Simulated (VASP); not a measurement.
# CaO (Fm-3m) in VASP: settings compared

Aim: see how the results for CaO move with the level of theory and the settings. Levels: PBE, RPBE, PBE+D4. Tasks: single point.

Everything below comes from runs of VASP 6.6.1. Logs are shortened: lines on timing, memory, paths and dates and some standing lists are left out, and cuts for length are marked.

## 1. The cell of the first run

Symmetry: Fm-3m, No. 225, cubic system. The conventional cell has a = 4.801 Å, b = 4.801 Å, c = 4.801 Å, α = 90.00°, β = 90.00°, γ = 90.00°. Within 3.2 Å of Ca (site symmetry m-3m) lie 6 O at 2.40 Å. Within 3.2 Å of O (site symmetry m-3m) lie 6 Ca at 2.40 Å.

## 2. Single point, PBE

Input file INCAR:

```
ALGO = Normal ; EDIFF = 1E-6
ENCUT = 520 ; GGA = PE
ISIF = 2 ; ISMEAR = -1
LASPH = True ; LCHARG = True
LELF = True ; LREAL = False
LVHAR = True ; LWAVE = False
NBANDS = 15 ; NELM = 60
PREC = Accurate ; SIGMA = 0.1
```

Input file KPOINTS:

```
k-points
0
Gamma
  9 9 9
```

Input file POSCAR:

```
CaO
1.0
    0.0000000000      2.4005208800      2.4005208800
    2.4005208800      0.0000000000      2.4005208800
    2.4005208800      2.4005208800      0.0000000000
Ca O
1 1
Direct
    0.0000000000      0.0000000000      0.0000000000
    0.5000000000      0.5000000000      0.5000000000
```

Potentials or basis: VASP PAW PBE potentials, release 64 (Ca_sv, O).

The run is started by

```
$ cat potpaw_PBE.64/Ca_sv/POTCAR potpaw_PBE.64/O/POTCAR > POTCAR
$ mpirun -np 1 vasp_std > vasp.out
```

OUTCAR:

```text
EDIFF = 1E-6
   ENCUT = 520
   GGA = PE
   ISIF = 2
   ISMEAR = -1
   LASPH = True
   LREAL = False
   NELM = 60
   PREC = Accurate

 ion  position               nearest neighbor table
   1  0.000  0.000  0.000-   2 2.40   2 2.40   2 2.40   2 2.40   2 2.40   2 2.40
   2  0.500  0.500  0.500-   1 2.40   1 2.40   1 2.40   1 2.40   1 2.40   1 2.40

  LATTYP: Found a face centered cubic cell.
 ALAT       =     4.8010417600

  Lattice vectors:

 A1 = (   0.0000000000,   2.4005208800,   2.4005208800)
 A2 = (   2.4005208800,   0.0000000000,   2.4005208800)
 A3 = (   2.4005208800,   2.4005208800,   0.0000000000)

Analysis of symmetry for initial positions (statically):
=====================================================================
 Subroutine PRICEL returns:
 Original cell was already a primitive cell.

 Routine SETGRP: Setting up the symmetry group for a
 face centered cubic supercell.

 Subroutine GETGRP returns: Found 48 space group operations
 (whereof 48 operations were pure point group operations)
 out of a pool of 48 trial point group operations.

The static configuration has the point symmetry O_h .

Analysis of symmetry for dynamics (positions and initial velocities):
=====================================================================
 Subroutine PRICEL returns:
 Original cell was already a primitive cell.

 Routine SETGRP: Setting up the symmetry group for a
 face centered cubic supercell.

 Subroutine GETGRP returns: Found 48 space group operations
 (whereof 48 operations were pure point group operations)
 out of a pool of 48 trial point group operations.

The dynamic configuration has the point symmetry O_h .

 Subroutine INISYM returns: Found 48 space group operations
 (whereof 48 operations are pure point group operations),
 and found     1 'primitive' translations

----------------------------------------------------------------------------------------

                                     Primitive cell

  volume of cell :      27.6660

  direct lattice vectors                    reciprocal lattice vectors
     0.000000000  2.400520880  2.400520880    -0.208288128  0.208288128  0.208288128
     2.400520880  0.000000000  2.400520880     0.208288128 -0.208288128  0.208288128
     2.400520880  2.400520880  0.000000000     0.208288128  0.208288128 -0.208288128

  length of vectors
     3.394849185  3.394849185  3.394849185     0.360765620  0.360765620  0.360765620

  position of ions in fractional coordinates (direct lattice)
     0.000000000  0.000000000  0.000000000
     0.500000000  0.500000000  0.500000000

  ion indices of the primitive-cell ions
   primitive index   ion index
                 1           1
                 2           2

----------------------------------------------------------------------------------------

 KPOINTS: k-points

Automatic generation of k-mesh.
 Grid dimensions read from file:
 generate k-points for:    9    9    9

 Generating k-lattice:

  Cartesian coordinates                     Fractional coordinates (reciprocal lattice)
    -0.023143125  0.023143125  0.023143125     0.111111111  0.000000000  0.000000000
     0.023143125 -0.023143125  0.023143125     0.000000000  0.111111111  0.000000000
     0.023143125  0.023143125 -0.023143125     0.000000000  0.000000000  0.111111111

  Length of vectors
     0.040085069  0.040085069  0.040085069

  Shift w.r.t. Gamma in fractional coordinates (k-lattice)
     0.000000000  0.000000000  0.000000000

 Subroutine IBZKPT returns following result:
 ===========================================

 Found     35 irreducible k-points:

 Following reciprocal coordinates:
            Coordinates               Weight
  0.000000  0.000000  0.000000      1.000000
  0.111111  0.000000  0.000000      8.000000
  0.222222  0.000000  0.000000      8.000000
  0.333333  0.000000  0.000000      8.000000
  0.444444  0.000000  0.000000      8.000000
  0.111111  0.111111  0.000000      6.000000
[... 16 lines left out ...]
 -0.333333  0.333333  0.000000     12.000000
  0.444444  0.444444  0.000000      6.000000
 [... further k-points ...]
   k-points           NKPTS =     35   k-points in BZ     NKDIM =     35   number of bands    NBANDS=     15
   number of dos      NEDOS =    301   number of ions     NIONS =      2
   total plane-waves  NPLWV =  21952
   dimension x,y,z NGX =    28 NGY =   28 NGZ =   28
   dimension x,y,z NGXF=    56 NGYF=   56 NGZF=   56
   ions per type =               1   1
   NGX,Y,Z   is equivalent  to a cutoff of  13.71, 13.71, 13.71 a.u.
   NGXF,Y,Z  is equivalent  to a cutoff of  27.42, 27.42, 27.42 a.u.
 SYSTEM =  unknown system
   PREC   = accura    normal or accurate (medium, high low for compatibility)
   ISTART =      0    job   : 0-new  1-cont  2-samecut
   ICHARG =      2    charge: 1-file 2-atom 10-const
   ISPIN  =      1    spin polarized calculation?
   LNONCOLLINEAR =      F non collinear calculations
   LSORBIT =      F    spin-orbit coupling
   LASPH  =      T    aspherical Exc in radial PAW
   ENCUT  =  520.0 eV  38.22 Ry    6.18 a.u.   6.31  6.31  6.31*2*pi/ulx,y,z
   NELM   =     60;   NELMIN=  2; NELMDL= -5     # of ELM steps
   EDIFF  = 0.1E-05   stopping-criterion for ELM
   LREAL  =      F    real-space projection
   EDIFFG = 0.1E-04   stopping-criterion for IOM
   NSW    =      0    number of steps for IOM
   IBRION =     -1    ionic relax: 0-MD 1-quasi-New 2-CG
   NFREE  =      0    steps in history (QN), initial steepest desc. (CG)
   ISIF   =      2    stress and relaxation
   ISYM   =      2    0-nonsym 1-usesym 2-fastsym
   POTIM  = 0.5000    time-step for ionic-motion
   TEBEG  =    0.0;   TEEND  =   0.0 temperature during run
   PSTRESS=    0.0 pullay stress
   NELECT =      16.0000    total number of electrons
   NUPDOWN=      -1.0000    fix difference up-down
   EMIN   =  10.00;   EMAX   =-10.00  energy-range for DOS
   EFERMI =   0.00;   METHOD = LEGACY
   ISMEAR =    -1;   SIGMA  =   0.10  broadening in eV -4-tet -1-fermi 0-gaus
   EFERMI_NEDOS =   21; number of points for ismear=-14 and -15
   IALGO  =     38    algorithm
   IMIX   =      4    mixing-type and parameters
     AMIX     =   0.40;   BMIX     =  1.00
     AMIX_MAG =   1.60;   BMIX_MAG =  1.00
  volume/ion in A,a.u.               =      13.83        93.35
  Fermi-wavevector in a.u.,A,eV,Ry     =   1.363953  2.577497 25.311833  1.860367
  Thomas-Fermi vector in A             =   2.490311
   LORBIT       =      0    0 simple, 1 ext, 2 COOP (PROOUT), +10 PAW based schemes
   GGA     = PE    functional components
   LHFCALC =     F    Hartree Fock is set to
   AEXX    =    0.0000 exact exchange contribution
   IVDW    =     0    specifies the selected vdW correction
   LEPSILON=     F    determine dielectric tensor
   LRPA    =     F    only Hartree local field effects (RPA)
 non-spin polarized calculation
  energy-cutoff  :      520.00
  volume of cell :       27.67
 maximum number of plane-waves:       759
 NGX is ok and might be reduce to    28
   NGX = 13   NGY = 13   NGZ = 13

 number of electron      15.9999997 magnetization

 Free energy of the ion-electron system (eV)
  ---------------------------------------------------
  ext. energy  EPLUGINS =         0.00000000
  ---------------------------------------------------
  free energy    TOTEN  =       -12.79966474 eV

  energy without entropy =      -12.79966474  energy(sigma->0) =      -12.79966474

 E-fermi :   4.2487     XC(G=0): -10.4916

 val. band max:        2.3692988902   @ k =   0.0000   0.0000   0.0000
 cond. band min:       6.0604416126   @ k =   0.4444   0.4444   0.0000
 fundamental gap:      3.6911427224
 Fermi energy:         4.2487376158

 k-point     1 :       0.0000    0.0000    0.0000
  band No.  band energies     occupation
      1     -35.2544      2.00000
      2     -16.0158      2.00000
      3     -16.0158      2.00000
      4     -16.0158      2.00000
      5     -13.1694      2.00000
      6       2.3693      2.00000
      7       2.3693      2.00000
      8       2.3693      2.00000
      9       7.1095      0.00000
     10       8.6026      0.00000
     11       8.6026      0.00000
     12       8.6026      0.00000
     13      10.1121      0.00000
     14      10.1121      0.00000
     15      17.4623      0.00000

 k-point     2 :       0.1111    0.0000    0.0000
  band No.  band energies     occupation
      1     -35.2423      2.00000
      2     -16.1899      2.00000
      3     -16.0223      2.00000
      4     -16.0223      2.00000
      5     -12.9872      2.00000
      6       1.9332      2.00000
      7       2.1987      2.00000
      8       2.1987      2.00000
      9       7.6641      0.00000
     10       8.5662      0.00000
     11       8.8137      0.00000
     12       8.8137      0.00000
     13      10.4077      0.00000
     14      10.4077      0.00000
     15      17.9412      0.00000

 k-point     3 :       0.2222    0.0000    0.0000
  band No.  band energies     occupation
      1     -35.2115      2.00000
      2     -16.5626      2.00000
      3     -16.0385      2.00000
      4     -16.0385      2.00000
      5     -12.5922      2.00000
      6       1.0531      2.00000
      7       1.8088      2.00000
      8       1.8088      2.00000
      9       8.5637      0.00000
     10       8.9400      0.00000
     11       9.3845      0.00000
     12       9.3845      0.00000
     13      11.1501      0.00000
     14      11.1501      0.00000
     15      18.4434      0.00000
[... 343 lines left out ...]
 k-point    23 :      -0.3333    0.3333    0.0000
  band No.  band energies     occupation
      1     -35.1258      2.00000
      2     -16.7301      2.00000
      3     -16.4471      2.00000
      4     -16.1448      2.00000
      5     -12.3886      2.00000
      6       0.6362      2.00000
      7       1.2447      2.00000
      8       1.3986      2.00000
      9       8.3686      0.00000
     10       9.7941      0.00000
     11      11.0365      0.00000
     12      11.0845      0.00000
     13      12.5090      0.00000
     14      15.8328      0.00000
     15      16.2017      0.00000

 k-point    24 :       0.4444    0.4444    0.0000
  band No.  band energies     occupation
      1     -35.1229      2.00000
      2     -16.6303      2.00000
      3     -16.2392      2.00000
      4     -16.2392      2.00000
      5     -12.8913      2.00000
      6       0.9988      2.00000
      7       1.9953      2.00000
      8       1.9953      2.00000
      9       6.0604      0.00000
     10      10.3726      0.00000
     11      11.2407      0.00000
     12      11.8536      0.00000
     13      11.8536      0.00000
     14      13.4824      0.00000
     15      16.2615      0.00000

 [... further k-points ...]

------------------------ aborting loop because EDIFF is reached ----------------------------------------

  FORCE on cell =-STRESS in cart. coord.  units (eV):
  Direction    XX          YY          ZZ          XY          YZ          ZX
  --------------------------------------------------------------------------------------
  -------------------------------------------------------------------------------------
  Total        0.4511742      0.4511742      0.4511742     -0.0000000     -0.0000000      0.0000000
  in kB       26.1281343     26.1281343     26.1281343     -0.0000000     -0.0000000      0.0000000
  external PRESSURE =      26.1281343 kB  Pullay stress =       0.0000000 kB

 VOLUME and BASIS-vectors are now :
 -----------------------------------------------------------------------------
  energy-cutoff  :      520.00
  volume of cell :       27.67
      direct lattice vectors                 reciprocal lattice vectors
     0.000000000  2.400520880  2.400520880    -0.208288128  0.208288128  0.208288128
     2.400520880  0.000000000  2.400520880     0.208288128 -0.208288128  0.208288128
     2.400520880  2.400520880  0.000000000     0.208288128  0.208288128 -0.208288128

 POSITION                                       TOTAL-FORCE (eV/Angst)
 -----------------------------------------------------------------------------------
      0.00000      0.00000      0.00000         0.000000      0.000000      0.000000
      2.40052      2.40052      2.40052        -0.000000     -0.000000     -0.000000
 -----------------------------------------------------------------------------------
    total drift:                                0.000000      0.000000      0.000000

  FREE ENERGIE OF THE ION-ELECTRON SYSTEM (eV)
  ---------------------------------------------------
  free  energy   TOTEN  =       -12.7996647400 eV

  energy  without entropy=      -12.7996647388  energy(sigma->0) =      -12.79966474
```

Wall time 18 s (1 thread of Intel Xeon Platinum 8259CL at 2.50GHz (Skylake/Cascade Lake), shared host); peak memory 0.16 GiB.

Results:

| Quantity | Value |
| --- | --- |
| Free energy | -12.7997 eV |
| Pressure | 2.6 GPa |
| Band gap on the k mesh | 3.69 eV, indirect (least direct gap 4.07 eV) |

A k mesh can miss the band edges. A hybrid or GW would open this gap; PBE tends to underestimate it.

(Continued in part 2 of 2.)
